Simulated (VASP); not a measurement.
# Al16H in VASP: further runs

Al16H is run at these levels: PBE; tasks: single point, relaxation of the atoms.

All numbers are computed with VASP 6.6.1; they aren't measurements. Logs are shortened: lines on timing, memory, paths and dates and some standing lists are left out, and cuts for length are marked.

**1. The cell of the first run**

The cell holds a slab with vacuum, 17 atoms: a = 5.714 Å, b = 8.080 Å, c = 19.743 Å, α = 90.00°, β = 90.00°, γ = 90.00°.

**2. Single point, PBE**

The input, INCAR:

```
SYSTEM = Al16H
  PREC = Accurate
  ENCUT = 520
  EDIFF = 1E-7
  ISMEAR = 0
  SIGMA = 0.1
  LREAL = Auto
  LASPH = .TRUE.
  NELM = 100
  ALGO = Normal
  ISIF = 2
  LWAVE = .FALSE.
  LCHARG = .FALSE.
  LDIPOL = .TRUE.
  IDIPOL = 3
  DIPOL = 0.5 0.5 0.322
  GGA = PE
  NBANDS = 38
```

The input, KPOINTS:

```
regular mesh
0
G
  5 4 1
  0 0 0
```

The input, POSCAR:

```
Al16H
1.0
    5.7135165839      0.0000000000      0.0000000000
    0.0000000000      8.0801326418      0.0000000000
    0.0000000000      0.0000000000     19.7432786746
Al H
16 1
Direct
    0.2500000000      0.2500000000      0.2026005947
    0.2500000000      0.7500000000      0.2026005947
    0.7500000000      0.2500000000      0.2026005947
    0.7500000000      0.7500000000      0.2026005947
    0.0000000000      0.0000000000      0.2749482108
    0.0000000000      0.5000000000      0.2749482108
    0.5000000000      0.0000000000      0.2749482108
    0.5000000000      0.5000000000      0.2749482108
    0.2500000000      0.2500000000      0.3495466417
    0.2500000000      0.7500000000      0.3495466417
    0.7500000000      0.2500000000      0.3495466417
    0.7500000000      0.7500000000      0.3495466417
    0.0000000000      0.0000000000      0.4175232904
    0.0000000000      0.5000000000      0.4175232904
    0.5000000000      0.0000000000      0.4175232904
    0.5000000000      0.5000000000      0.4175232904
    0.0000000000      0.0833333333      0.4920522188
```

Potentials or basis: VASP PAW PBE potentials, release 64 (Al, H).

On the command line:

```bash
cat potpaw_PBE.64/Al/POTCAR potpaw_PBE.64/H/POTCAR > POTCAR
mpirun -np 1 vasp_std > vasp.out
```

OUTCAR:

```text
SYSTEM = Al16H
   PREC = Accurate
   ENCUT = 520
   EDIFF = 1E-7
   ISMEAR = 0
   LREAL = Auto
   LASPH = .TRUE.
   NELM = 100
   ISIF = 2
   GGA = PE

 ion  position               nearest neighbor table
   1  0.250  0.250  0.203-   3 2.86   3 2.86   6 2.86   7 2.86   8 2.86   5 2.86   9 2.90
   2  0.250  0.750  0.203-   4 2.86   4 2.86   6 2.86   7 2.86   8 2.86   5 2.86  10 2.90
   3  0.750  0.250  0.203-   1 2.86   1 2.86   6 2.86   7 2.86   8 2.86   5 2.86  11 2.90
   4  0.750  0.750  0.203-   2 2.86   2 2.86   6 2.86   7 2.86   8 2.86   5 2.86  12 2.90
   5  0.000  0.000  0.275-  13 2.81   7 2.86   7 2.86   4 2.86   1 2.86   2 2.86   3 2.86  11 2.88
                            12 2.88   9 2.88  10 2.88
   6  0.000  0.500  0.275-  14 2.81   8 2.86   8 2.86   4 2.86   1 2.86   2 2.86   3 2.86  11 2.88
                            12 2.88   9 2.88  10 2.88
   7  0.500  0.000  0.275-  15 2.81   5 2.86   5 2.86   4 2.86   1 2.86   2 2.86   3 2.86  11 2.88
                            12 2.88   9 2.88  10 2.88
   8  0.500  0.500  0.275-  16 2.81   6 2.86   6 2.86   4 2.86   1 2.86   2 2.86   3 2.86  11 2.88
                            12 2.88   9 2.88  10 2.88
   9  0.250  0.250  0.350-  13 2.81  14 2.81  15 2.81  16 2.81  11 2.86  11 2.86   7 2.88   8 2.88
                             5 2.88   6 2.88   1 2.90
  10  0.250  0.750  0.350-  13 2.81  14 2.81  15 2.81  16 2.81  12 2.86  12 2.86   7 2.88   8 2.88
                             5 2.88   6 2.88   2 2.90
  11  0.750  0.250  0.350-  13 2.81  14 2.81  15 2.81  16 2.81   9 2.86   9 2.86   7 2.88   8 2.88
[... 5 lines left out ...]
  14  0.000  0.500  0.418-   9 2.81  10 2.81  11 2.81  12 2.81   6 2.81  16 2.86  16 2.86
  15  0.500  0.000  0.418-   9 2.81  10 2.81  11 2.81  12 2.81   7 2.81  13 2.86  13 2.86
  16  0.500  0.500  0.418-   9 2.81  10 2.81  11 2.81  12 2.81   8 2.81  14 2.86  14 2.86
  17  0.000  0.083  0.492-  13 1.62

  LATTYP: Found a simple orthorhombic cell.
 ALAT       =     5.7135165839
 B/A-ratio  =     1.4142135624
 C/A-ratio  =     3.4555388760

  Lattice vectors:

 A1 = (   5.7135165839,   0.0000000000,   0.0000000000)
 A2 = (   0.0000000000,   8.0801326418,   0.0000000000)
 A3 = (   0.0000000000,   0.0000000000,  19.7432786746)

Analysis of symmetry for initial positions (statically):
=====================================================================
 Subroutine PRICEL returns:
 Original cell was already a primitive cell.

 Routine SETGRP: Setting up the symmetry group for a
 simple orthorhombic supercell.

 Subroutine GETGRP returns: Found  2 space group operations
 (whereof  2 operations were pure point group operations)
 out of a pool of  8 trial point group operations.

The static configuration has the point symmetry C_1h.

Analysis of symmetry for dynamics (positions and initial velocities):
=====================================================================
 Subroutine PRICEL returns:
[... 142 lines left out ...]
     AMIX     =   0.40;   BMIX     =  1.00
     AMIX_MAG =   1.60;   BMIX_MAG =  1.00
  volume/ion in A,a.u.               =      53.62       361.82
  Fermi-wavevector in a.u.,A,eV,Ry     =   0.617864  1.167594  5.194110  0.381756
  Thomas-Fermi vector in A             =   1.676102
   LORBIT       =      0    0 simple, 1 ext, 2 COOP (PROOUT), +10 PAW based schemes
   GGA     = PE    functional components
   LHFCALC =     F    Hartree Fock is set to
   AEXX    =    0.0000 exact exchange contribution
   IVDW    =     0    specifies the selected vdW correction
   LEPSILON=     F    determine dielectric tensor
   LRPA    =     F    only Hartree local field effects (RPA)
 non-spin polarized calculation
 Gauss-broadening in eV      SIGMA  =   0.10
  energy-cutoff  :      520.00
  volume of cell :      911.47
 maximum number of plane-waves:     24626
   NGX = 21   NGY = 31   NGZ = 73

 dipolmoment           0.000000      0.000000     -0.135145 electrons x Angstroem

 number of electron      48.9999998 magnetization

 dipolmoment           0.000000      0.000000      0.085024 electrons x Angstroem

 Free energy of the ion-electron system (eV)
  ---------------------------------------------------
  ext. energy  EPLUGINS =         0.00000000
  ---------------------------------------------------
  free energy    TOTEN  =       -57.78815343 eV

  energy without entropy =      -57.74793729  energy(sigma->0) =      -57.76804536

 E-fermi :  -0.6223     XC(G=0):  -4.0278

 val. band max:       -0.6321551606   @ k =   0.0000   0.2500   0.0000
 cond. band min:      -0.6020893413   @ k =   0.2000   0.2500   0.0000
 fundamental gap:      0.0300658193
 Fermi energy:        -0.6222575751

 k-point     1 :       0.0000    0.0000    0.0000
  band No.  band energies     occupation
      1     -10.8435      2.00000
      2      -8.6738      2.00000
      3      -8.5883      2.00000
      4      -8.4351      2.00000
      5      -6.4688      2.00000
      6      -6.3797      2.00000
[... 340 lines left out ...]
     35       2.0403      0.00000
     36       2.0544      0.00000
 [bands above 36 left out]

------------------------ aborting loop because EDIFF is reached ----------------------------------------

 vacuum level on the upper side and lower side of the slab       (xc-potential included)         0.139        -0.198

  FORCE on cell =-STRESS in cart. coord.  units (eV):
  Direction    XX          YY          ZZ          XY          YZ          ZX
  --------------------------------------------------------------------------------------
  -------------------------------------------------------------------------------------
  Total      -10.5607955     -3.5996965     -1.0620334      0.0000000     -0.4190183      0.0000000
  in kB      -18.5637606     -6.3275446     -1.8668417      0.0000000     -0.7365502      0.0000000
  external PRESSURE =      -8.9193823 kB  Pullay stress =       0.0000000 kB

 VOLUME and BASIS-vectors are now :
 -----------------------------------------------------------------------------
  energy-cutoff  :      520.00
  volume of cell :      911.47
      direct lattice vectors                 reciprocal lattice vectors
     5.713516584  0.000000000  0.000000000     0.175023558  0.000000000  0.000000000
     0.000000000  8.080132642  0.000000000     0.000000000  0.123760345  0.000000000
     0.000000000  0.000000000 19.743278675     0.000000000  0.000000000  0.050650149

 POSITION                                       TOTAL-FORCE (eV/Angst)
 -----------------------------------------------------------------------------------
      1.42838      2.02003      4.00000        -0.049006      0.015708      0.226651
      1.42838      6.06010      4.00000         0.037061     -0.035227      0.213146
      4.28514      2.02003      4.00000         0.049006      0.015708      0.226651
      4.28514      6.06010      4.00000        -0.037061     -0.035227      0.213146
      0.00000      0.00000      5.42838         0.000000      0.048427     -0.251167
      0.00000      4.04007      5.42838         0.000000     -0.011508     -0.181782
[... 9 lines left out ...]
      2.85676      4.04007      8.24328         0.000000      0.007721      0.001819
      0.00000      0.67334      9.71472         0.000000     -0.199116      0.012442
 -----------------------------------------------------------------------------------
    total drift:                               -0.000000     -0.000782     -0.001043

  FREE ENERGIE OF THE ION-ELECTRON SYSTEM (eV)
  ---------------------------------------------------
  free  energy   TOTEN  =       -57.7881534316 eV

  energy  without entropy=      -57.7479372937  energy(sigma->0) =      -57.76804536

 vacuum level on the upper side and lower side of the slab         3.786         3.423
```

OSZICAR:

```text
N       E                     dE             d eps       ncg     rms          rms(c)
DAV:   1     0.175148920026E+03    0.17515E+03   -0.13754E+04   684   0.878E+02
DAV:   2    -0.472095067669E+02   -0.22236E+03   -0.21249E+03   962   0.150E+02
DAV:   3    -0.604150524804E+02   -0.13206E+02   -0.12753E+02   844   0.368E+01
[... 18 lines left out ...]
DAV:  22    -0.577881413741E+02   -0.20847E-04   -0.17829E-06   824   0.356E-03    0.598E-04
DAV:  23    -0.577881504572E+02   -0.90831E-05   -0.62621E-07   712   0.157E-03    0.327E-04
DAV:  24    -0.577881531237E+02   -0.26665E-05   -0.16393E-07   644   0.883E-04    0.104E-04
DAV:  25    -0.577881533955E+02   -0.27183E-06   -0.19725E-08   588   0.497E-04    0.128E-04
DAV:  26    -0.577881534316E+02   -0.36114E-07   -0.71560E-09   520   0.328E-04
   1 F= -.57788153E+02 E0= -.57768045E+02  d E =-.402161E-01
```

It took 10 min on 1 thread of Intel Xeon Platinum 8259CL at 2.50GHz (Skylake/Cascade Lake), shared host; peak memory 0.81 GiB.

What came out:

| Property | Result |
| --- | --- |
| Free energy | -57.7882 eV |
| Largest force | 0.260 eV/Å |
| Band gap on the k mesh | zero (an odd number of electrons rules out a gap without spin polarisation) |

Forces in eV/Å, atoms in the order of the input:
```
Al  -0.049  0.016  0.227
Al   0.037 -0.035  0.213
Al   0.049  0.016  0.227
Al  -0.037 -0.035  0.213
Al   0.000  0.048 -0.251
Al   0.000 -0.012 -0.182
Al   0.000 -0.015 -0.229
Al   0.000  0.018 -0.219
Al   0.075 -0.011 -0.105
Al   0.060  0.078  0.048
Al  -0.075 -0.011 -0.105
Al  -0.060  0.078  0.048
Al   0.000  0.134  0.223
Al   0.000 -0.011  0.031
Al   0.000 -0.068 -0.153
Al   0.000  0.008  0.002
H    0.000 -0.199  0.012
```

**3. Single point, PBE**

The input, INCAR:

```
  ALGO = Normal
  DIPOL = 0.5 0.5 0.322
  EDIFF = 1E-6
  ENCUT = 520
  GGA = PE
  IDIPOL = 3
  ISIF = 2
  ISMEAR = 0
  LASPH = True
  LCHARG = False
  LDIPOL = True
  LREAL = Auto
  LWAVE = False
  NBANDS = 38
  NELM = 60
  PREC = Accurate
  SIGMA = 0.1
```

The input, KPOINTS:

```
k-points
0
Gamma
  5 4 1
```

POSCAR: that of step 2 with these lines changed.

```diff
@@ -24,2 +24,2 @@
     0.5000000000      0.5000000000      0.4175232904
-    0.0000000000      0.0833333333      0.4920522188
+    0.0833333333      0.0000000000      0.4957315162
```

Potentials or basis: VASP PAW PBE potentials, release 64 (Al, H).

On the command line:

```bash
cat potpaw_PBE.64/Al/POTCAR potpaw_PBE.64/H/POTCAR > POTCAR
mpirun -np 1 vasp_std > vasp.out
```

Run time: 9.2 min. Hardware: 1 thread of Intel Xeon Platinum 8259CL at 2.50GHz (Skylake/Cascade Lake), shared host; peak memory 0.81 GiB.

It converged, with:

```yaml
Free_energy: -57.8135 eV
Largest_force: 0.302 eV/Å
Band_gap_on_the_k_mesh: zero (an odd number of electrons rules out a gap without spin polarisation)
```

Forces on the atoms (eV/Å):
```
Al  -0.002  0.009  0.223
Al  -0.002 -0.009  0.223
Al   0.043  0.024  0.219
Al   0.043 -0.024  0.219
Al  -0.050  0.000 -0.267
Al  -0.043  0.000 -0.170
Al   0.110  0.000 -0.235
Al  -0.005  0.000 -0.212
Al   0.092 -0.026 -0.037
Al   0.092  0.026 -0.037
Al  -0.031 -0.050 -0.013
Al  -0.031  0.050 -0.013
Al  -0.248  0.000  0.171
Al  -0.001  0.000  0.032
Al   0.212  0.000 -0.109
Al  -0.008  0.000  0.014
H   -0.171  0.000 -0.008
```

Levels at points of the mesh, in eV from the Fermi level:
| k point | band 21 | band 22 | band 23 | band 24 | band 25 | band 26 | band 27 | band 28 |
| --- | --- | --- | --- | --- | --- | --- | --- | --- |
| (0.00, 0.00, 0.00) | -1.58 | -0.93 | -0.81 | -0.58 | -0.46 | -0.13 | 0.23 | 0.38 |
| (0.00, 0.50, 0.00) | -0.94 | -0.93 | -0.86 | -0.86 | -0.35 | 0.24 | 0.26 | 0.28 |

**4. Relaxation of the atoms, PBE**

The input, INCAR:

```
SYSTEM = Al16H
ALGO = Fast
DIPOL = 0.5 0.5 0.322
EDIFF = 1E-6
EDIFFG = -0.025
ENCUT = 520
GGA = PE
IBRION = 2
IDIPOL = 3
ISIF = 2
ISMEAR = 0
LASPH = .TRUE.
LCHARG = .FALSE.
LDIPOL = .TRUE.
LREAL = Auto
LWAVE = .FALSE.
NELM = 60
NSW = 36
PREC = Accurate
SIGMA = 0.1
```

The input, KPOINTS:

```
k-points
0
G
  5 4 1
  0 0 0
```

The input, POSCAR:

```
Al16H
1.0
    5.7135165839      0.0000000000      0.0000000000
    0.0000000000      8.0801326418      0.0000000000
    0.0000000000      0.0000000000     19.7432786746
Al H
16 1
Selective dynamics
Direct
    0.2500000000      0.2500000000      0.2026005947  F F F
    0.2500000000      0.7500000000      0.2026005947  F F F
    0.7500000000      0.2500000000      0.2026005947  F F F
    0.7500000000      0.7500000000      0.2026005947  F F F
    0.0000000000      0.0000000000      0.2749482108  F F F
    0.0000000000      0.5000000000      0.2749482108  F F F
    0.5000000000      0.0000000000      0.2749482108  F F F
    0.5000000000      0.5000000000      0.2749482108  F F F
    0.2500000000      0.2500000000      0.3495466417  F F F
    0.2500000000      0.7500000000      0.3495466417  F F F
    0.7500000000      0.2500000000      0.3495466417  F F F
    0.7500000000      0.7500000000      0.3495466417  F F F
    0.0000000000      0.0000000000      0.4175232904  F F F
    0.0000000000      0.5000000000      0.4175232904  F F F
    0.5000000000      0.0000000000      0.4175232904  F F F
    0.5000000000      0.5000000000      0.4175232904  F F F
    0.0833333333      0.0000000000      0.4958860810  F F T
```

On the command line:

```bash
cat potpaw_PBE.64/Al/POTCAR potpaw_PBE.64/H/POTCAR > POTCAR
mpirun -np 1 vasp_std > vasp.out
```

Wall time 18 min (1 thread of Oxide Virtual Turin-like, shared host); peak memory 0.8 GiB.

The run converged. Its results:

- Free energy: -57.8135 eV
- Energy gained by relaxing: 0.0 meV/atom
- Ionic steps: 2
- Band gap on the k mesh: zero (an odd number of electrons rules out a gap without spin polarisation)

Final structure:
```
Al H
1.0
     5.71352    0.00000    0.00000
     0.00000    8.08013    0.00000
     0.00000    0.00000   19.74328
Al H
16 1
Direct
  0.25000 0.25000 0.20260
  0.25000 0.75000 0.20260
  0.75000 0.25000 0.20260
  0.75000 0.75000 0.20260
  0.00000 0.00000 0.27495
  0.00000 0.50000 0.27495
  0.50000 0.00000 0.27495
  0.50000 0.50000 0.27495
  0.25000 0.25000 0.34955
  0.25000 0.75000 0.34955
  0.75000 0.25000 0.34955
  0.75000 0.75000 0.34955
  0.00000 0.00000 0.41752
  0.00000 0.50000 0.41752
  0.50000 0.00000 0.41752
  0.50000 0.50000 0.41752
  0.08333 0.00000 0.49579
```

Levels at points of the mesh, in eV from the Fermi level:
| k point | band 22 | band 23 | band 24 | band 25 | band 26 | band 27 |
| --- | --- | --- | --- | --- | --- | --- |
| (0.00, 0.00, 0.00) | -0.93 | -0.81 | -0.58 | -0.46 | -0.13 | 0.23 |
| (0.00, 0.50, 0.00) | -0.93 | -0.86 | -0.86 | -0.35 | 0.24 | 0.26 |

**5. Summary**

```tsv
task	cell	gap on the mesh (eV)	largest force (eV/Å)
single point	as given, atomic positions A	none	0.26
single point	as given, atomic positions B	none	0.30
relaxation of the atoms	atoms relaxed, atomic positions B	none	-
```

Alike in all rows: level PBE; potentials or basis VASP PAW PBE potentials, release 64 (Al, H); no spin polarisation; k mesh 5 × 4 × 1; cutoff (eV) 520; smearing gaussian 0.1 eV.

Total energies depend on the potentials used, so only differences within one code and one set of settings carry meaning.
